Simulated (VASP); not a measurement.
# SrAl5 (P6/mmm) in VASP: density of states with PBE

Aim: the density of states of SrAl5 with PBE.

All numbers are computed with VASP 6.6.1; they aren't measurements. Logs are shortened: lines on timing, memory, paths and dates and some standing lists are left out, and cuts for length are marked.

## Step 1: The cell of the first run

Symmetry: P6/mmm, No. 191, hexagonal system. Conventional cell: a = 5.764 Å, b = 5.764 Å, c = 4.381 Å, α = 90.00°, β = 90.00°, γ = 120.00°. Within 4.4 Å of Sr (site symmetry 6/mmm) lie 18 Al at 3.33 to 3.62 Å and 2 Sr at 4.38 Å. Within 3.6 Å of Al (site symmetry -6m2) lie 9 Al at 2.75 to 3.33 Å and 3 Sr at 3.33 Å. Within 3.6 Å of Al (site symmetry mmm) lie 8 Al at 2.75 to 2.88 Å.

## Step 2: Density of states, PBE

File POSCAR:

```
SrAl5
1.0
    5.7641060324      0.0000000000      0.0000000000
   -2.8820530162      4.9918622542      0.0000000000
    0.0000000000      0.0000000000      4.3806990789
Sr Al
1 5
Direct
    0.0000000000      0.0000000000      0.0000000000
    0.3333333333      0.6666666667      0.0000000000
    0.6666666667      0.3333333333      0.0000000000
    0.5000000000      0.0000000000      0.5000000000
    0.5000000000      0.5000000000      0.5000000000
    0.0000000000      0.5000000000      0.5000000000
```

File INCAR.step1:

```
SYSTEM = SrAl5
ALGO     = Fast           ! electronic algorithm
EDIFF    = 1E-6           ! SCF threshold, eV
ENCUT    = 520            ! plane-wave cutoff, eV
GGA      = PE             ! functional
ISIF     = 2              ! what is computed and relaxed
ISMEAR   = 0              ! smearing method
LASPH    = .True.         ! aspherical terms in the spheres
LCHARG   = .True.         ! write CHGCAR
LREAL    = .False.        ! projectors in reciprocal space
LWAVE    = .False.        ! write WAVECAR
NBANDS   = 22             ! bands
NELM     = 80             ! most SCF steps
PREC     = Accurate       ! precision mode
SIGMA    = 0.1            ! smearing width, eV
```

File KPOINTS.step1:

```
k-points
0
Gamma
  12 12 8
  0 0 0
```

File INCAR.step2:

```
SYSTEM = SrAl5
ALGO     = Fast           ! electronic algorithm
EDIFF    = 1E-6           ! SCF threshold, eV
ENCUT    = 520            ! plane-wave cutoff, eV
GGA      = PE             ! functional
ICHARG   = 11             ! starting density
ISIF     = 2              ! what is computed and relaxed
ISMEAR   = -5             ! smearing method
LASPH    = .True.         ! aspherical terms in the spheres
LCHARG   = .False.        ! write CHGCAR
LORBIT   = 11             ! projections on sites
LREAL    = .False.        ! projectors in reciprocal space
LWAVE    = .False.        ! write WAVECAR
NBANDS   = 22             ! bands
NEDOS    = 2001           ! points of the DOS
NELM     = 80             ! most SCF steps
PREC     = Accurate       ! precision mode
SIGMA    = 0.1            ! smearing width, eV
```

File KPOINTS.step2:

```
k-points
0
Gamma
  18 18 12
  0 0 0
```

Potentials or basis: VASP PAW PBE potentials, release 64 (Sr_sv, Al).

Launch:

```bash
cat potpaw_PBE.64/Sr_sv/POTCAR potpaw_PBE.64/Al/POTCAR > POTCAR
cp INCAR.step1 INCAR
cp KPOINTS.step1 KPOINTS
mpirun -np 1 vasp_std > vasp.out
cp INCAR.step2 INCAR
cp KPOINTS.step2 KPOINTS
mpirun -np 1 vasp_std > vasp.out
```

OUTCAR:

```text
SYSTEM = SrAl5
   EDIFF = 1E-6
   ENCUT = 520
   GGA = PE
   ICHARG = 11
   ISIF = 2
   ISMEAR = -5
   LASPH = .True.
   LORBIT = 11
   LREAL = .False.
   NELM = 80
   PREC = Accurate

 ion  position               nearest neighbor table
   1  0.000  0.000  0.000-   2 3.33   3 3.33   3 3.33   2 3.33   3 3.33   2 3.33   4 3.62   4 3.62
                             4 3.62   4 3.62   6 3.62   6 3.62   6 3.62   5 3.62   5 3.62   6 3.62
   2  0.333  0.667  0.000-   6 2.75   6 2.75   4 2.75   4 2.75   5 2.75   5 2.75   1 3.33   3 3.33
                             3 3.33   1 3.33   1 3.33   3 3.33
   3  0.667  0.333  0.000-   6 2.75   6 2.75   4 2.75   4 2.75   5 2.75   5 2.75   2 3.33   1 3.33
                             2 3.33   1 3.33   1 3.33   2 3.33
   4  0.500  0.000  0.500-   2 2.75   3 2.75   2 2.75   3 2.75   5 2.88   6 2.88   5 2.88   6 2.88
                             1 3.62   1 3.62   1 3.62   1 3.62
   5  0.500  0.500  0.500-   2 2.75   3 2.75   2 2.75   3 2.75   6 2.88   6 2.88   4 2.88   4 2.88
                             1 3.62   1 3.62   1 3.62   1 3.62
   6  0.000  0.500  0.500-   2 2.75   3 2.75   2 2.75   3 2.75   5 2.88   5 2.88   4 2.88   4 2.88
                             1 3.62   1 3.62   1 3.62   1 3.62

  LATTYP: Found a hexagonal cell.
 ALAT       =     5.7641060324
 C/A-ratio  =     0.7599962690

  Lattice vectors:

 A1 = (   5.7641060324,   0.0000000000,   0.0000000000)
 A2 = (  -2.8820530162,   4.9918622542,   0.0000000000)
 A3 = (   0.0000000000,   0.0000000000,   4.3806990789)

Analysis of symmetry for initial positions (statically):
=====================================================================
 Subroutine PRICEL returns:
 Original cell was already a primitive cell.

 Routine SETGRP: Setting up the symmetry group for a
 hexagonal supercell.

 Subroutine GETGRP returns: Found 24 space group operations
 (whereof 24 operations were pure point group operations)
 out of a pool of 24 trial point group operations.

The static configuration has the point symmetry D_6h.

Analysis of symmetry for dynamics (positions and initial velocities):
=====================================================================
 Subroutine PRICEL returns:
 Original cell was already a primitive cell.

 Routine SETGRP: Setting up the symmetry group for a
 hexagonal supercell.

 Subroutine GETGRP returns: Found 24 space group operations
 (whereof 24 operations were pure point group operations)
 out of a pool of 24 trial point group operations.

The dynamic configuration has the point symmetry D_6h.

 Subroutine INISYM returns: Found 24 space group operations
[... 118 lines left out ...]
   NELECT =      25.0000    total number of electrons
   NUPDOWN=      -1.0000    fix difference up-down
   EMIN   =  10.00;   EMAX   =-10.00  energy-range for DOS
   EFERMI =   0.00;   METHOD = LEGACY
   ISMEAR =    -5;   SIGMA  =   0.10  broadening in eV -4-tet -1-fermi 0-gaus
   EFERMI_NEDOS =   21; number of points for ismear=-14 and -15
   IALGO  =     68    algorithm
   IMIX   =      4    mixing-type and parameters
     AMIX     =   0.40;   BMIX     =  1.00
     AMIX_MAG =   1.60;   BMIX_MAG =  1.00
  volume/ion in A,a.u.               =      21.01       141.77
  Fermi-wavevector in a.u.,A,eV,Ry     =   0.954719  1.804157 12.401549  0.911488
  Thomas-Fermi vector in A             =   2.083491
   LORBIT       =     11    0 simple, 1 ext, 2 COOP (PROOUT), +10 PAW based schemes
   GGA     = PE    functional components
   LHFCALC =     F    Hartree Fock is set to
   AEXX    =    0.0000 exact exchange contribution
   IVDW    =     0    specifies the selected vdW correction
   LEPSILON=     F    determine dielectric tensor
   LRPA    =     F    only Hartree local field effects (RPA)
 non-spin polarized calculation
 RMM-DIIS sequential band-by-band and
 Fermi weights with tetrahedron method with Bloechl corrections
  energy-cutoff  :      520.00
  volume of cell :      126.05
 maximum number of plane-waves:      3437
 NGX is ok and might be reduce to    48

 number of electron      25.0000000 magnetization

 Free energy of the ion-electron system (eV)
  ---------------------------------------------------
  ext. energy  EPLUGINS =         0.00000000
  ---------------------------------------------------
  free energy    TOTEN  =       -21.17536971 eV

  energy without entropy =      -21.17536971  energy(sigma->0) =      -21.17536971

 E-fermi :   5.7740     XC(G=0):  -9.5274

 val. band max:        5.8392109744   @ k =   0.4444   0.1111   0.3333
 cond. band min:       5.7017358367   @ k =   0.3333   0.2778   0.0000
 fundamental gap:     -0.1374751376
 Fermi energy:         5.7739678873

 k-point     1 :       0.0000    0.0000    0.0000
  band No.  band energies     occupation
      1     -29.5667      2.00000
      2     -11.6647      2.00000
      3     -11.6647      2.00000
      4     -11.5800      2.00000
      5      -3.9017      2.00000
      6       0.3324      2.00000
[... 589 lines left out ...]
     21      10.4784      0.00000
     22      10.7672      0.00000

 [... further k-points ...]
[... 5 lines left out ...]
  --------------------------------------------------------------------------------------
  -------------------------------------------------------------------------------------
  Total        0.0414078      0.0414078     -0.0534558      0.0000000      0.0000000     -0.0000000
  in kB        0.5263262      0.5263262     -0.6794653      0.0000000      0.0000000     -0.0000000
  external PRESSURE =       0.1243957 kB  Pullay stress =       0.0000000 kB

 VOLUME and BASIS-vectors are now :
 -----------------------------------------------------------------------------
  energy-cutoff  :      520.00
  volume of cell :      126.05
      direct lattice vectors                 reciprocal lattice vectors
     5.764106032  0.000000000  0.000000000     0.173487440  0.100163020  0.000000000
    -2.882053016  4.991862254  0.000000000     0.000000000  0.200326040  0.000000000
     0.000000000  0.000000000  4.380699079     0.000000000  0.000000000  0.228274068

 POSITION                                       TOTAL-FORCE (eV/Angst)
 -----------------------------------------------------------------------------------
      0.00000      0.00000      0.00000        -0.000000      0.000000      0.000000
     -0.00000      3.32791      0.00000        -0.000000      0.000000     -0.000000
      2.88205      1.66395      0.00000         0.000000     -0.000000      0.000000
      2.88205      0.00000      2.19035        -0.000000      0.000000      0.000000
      1.44103      2.49593      2.19035         0.000000      0.000000      0.000000
     -1.44103      2.49593      2.19035         0.000000      0.000000      0.000000
 -----------------------------------------------------------------------------------
    total drift:                                0.000000     -0.000000      0.000000

  FREE ENERGIE OF THE ION-ELECTRON SYSTEM (eV)
  ---------------------------------------------------
  free  energy   TOTEN  =       -21.1753697142 eV

  energy  without entropy=      -21.1753697142  energy(sigma->0) =      -21.17536971

 total charge

# of ion       s       p       d       tot
------------------------------------------
    1        2.018   5.760   0.256   8.035
    2        0.445   0.345   0.000   0.790
    3        0.445   0.345   0.000   0.790
    4        0.430   0.345   0.000   0.776
    5        0.430   0.345   0.000   0.776
    6        0.430   0.345   0.000   0.776
--------------------------------------------------
tot          4.198   7.486   0.256  11.940
```

OUTCAR.step1:

```text
SYSTEM = SrAl5
   EDIFF = 1E-6
   ENCUT = 520
   GGA = PE
   ISIF = 2
[... 846 lines left out ...]
      2.88205      1.66395      0.00000        -0.000000     -0.000000      0.000000
      2.88205      0.00000      2.19035         0.000000      0.000000      0.000000
      1.44103      2.49593      2.19035         0.000000      0.000000      0.000000
     -1.44103      2.49593      2.19035         0.000000      0.000000      0.000000
 -----------------------------------------------------------------------------------
    total drift:                                0.000000     -0.000000      0.000000

  FREE ENERGIE OF THE ION-ELECTRON SYSTEM (eV)
  ---------------------------------------------------
  free  energy   TOTEN  =       -21.1791351645 eV

  energy  without entropy=      -21.1658105114  energy(sigma->0) =      -21.17247284
```

OSZICAR.step1:

```text
N       E                     dE             d eps       ncg     rms          rms(c)
DAV:   1     0.617260942050E+02    0.61726E+02   -0.97227E+03  4180   0.938E+02
DAV:   2    -0.171820601850E+02   -0.78908E+02   -0.76295E+02  5108   0.159E+02
DAV:   3    -0.212735825398E+02   -0.40915E+01   -0.40600E+01  6630   0.291E+01
DAV:   4    -0.213903106402E+02   -0.11673E+00   -0.11654E+00  5944   0.423E+00
DAV:   5    -0.213926878679E+02   -0.23772E-02   -0.23769E-02  6028   0.613E-01    0.158E+01
RMM:   6    -0.212403483818E+02    0.15234E+00   -0.91225E-02  5101   0.134E+00    0.964E+00
RMM:   7    -0.211814607899E+02    0.58888E-01   -0.19115E-01  6054   0.210E+00    0.475E-01
RMM:   8    -0.211782175930E+02    0.32432E-02   -0.25720E-02  5385   0.752E-01    0.248E-01
RMM:   9    -0.211789168537E+02   -0.69926E-03   -0.70970E-03  6650   0.303E-01    0.172E-01
RMM:  10    -0.211790346869E+02   -0.11783E-03   -0.16426E-03  6660   0.141E-01    0.645E-02
RMM:  11    -0.211790939232E+02   -0.59236E-04   -0.65181E-04  7012   0.792E-02    0.456E-02
RMM:  12    -0.211791174842E+02   -0.23561E-04   -0.23466E-04  7212   0.453E-02    0.299E-02
RMM:  13    -0.211791281324E+02   -0.10648E-04   -0.94970E-05  6888   0.377E-02    0.155E-02
RMM:  14    -0.211791310657E+02   -0.29332E-05   -0.47638E-05  6416   0.224E-02    0.601E-03
RMM:  15    -0.211791334301E+02   -0.23645E-05   -0.21669E-05  5485   0.130E-02    0.744E-03
RMM:  16    -0.211791345825E+02   -0.11523E-05   -0.97903E-06  4943   0.873E-03    0.565E-03
RMM:  17    -0.211791351645E+02   -0.58206E-06   -0.45333E-06  4497   0.627E-03
   1 F= -.21179135E+02 E0= -.21172473E+02  d E =-.133247E-01
```

It took 22 min on 1 thread of Oxide Virtual Turin-like, shared host; peak memory 0.7 GiB.

What came out:

```
Valence electrons inside the program's atomic spheres : Sr 8.04; Al 0.79, 0.78
```

Levels at points of the mesh, in eV from the Fermi level:
| k point | band 8 | band 9 | band 10 | band 11 | band 12 | band 13 | band 14 | band 15 | band 16 | band 17 |
| --- | --- | --- | --- | --- | --- | --- | --- | --- | --- | --- |
| (0.00, 0.00, 0.00) | -4.42 | -2.63 | -1.91 | -1.86 | -1.86 | 0.69 | 1.12 | 2.29 | 2.29 | 2.84 |
| (0.50, 0.00, 0.00) | -3.75 | -2.15 | -1.03 | -0.56 | -0.50 | -0.20 | 0.48 | 1.22 | 1.44 | 1.86 |
| (0.00, 0.00, 0.50) | -2.98 | -2.74 | -2.74 | -2.38 | -2.38 | -1.65 | -1.65 | 1.06 | 1.06 | 2.14 |
| (0.50, 0.00, 0.50) | -5.72 | -3.48 | -2.55 | -2.24 | -1.16 | 1.27 | 1.33 | 1.87 | 2.48 | 2.66 |

Caveat: tetrahedron occupations give inexact forces and stress in metals.
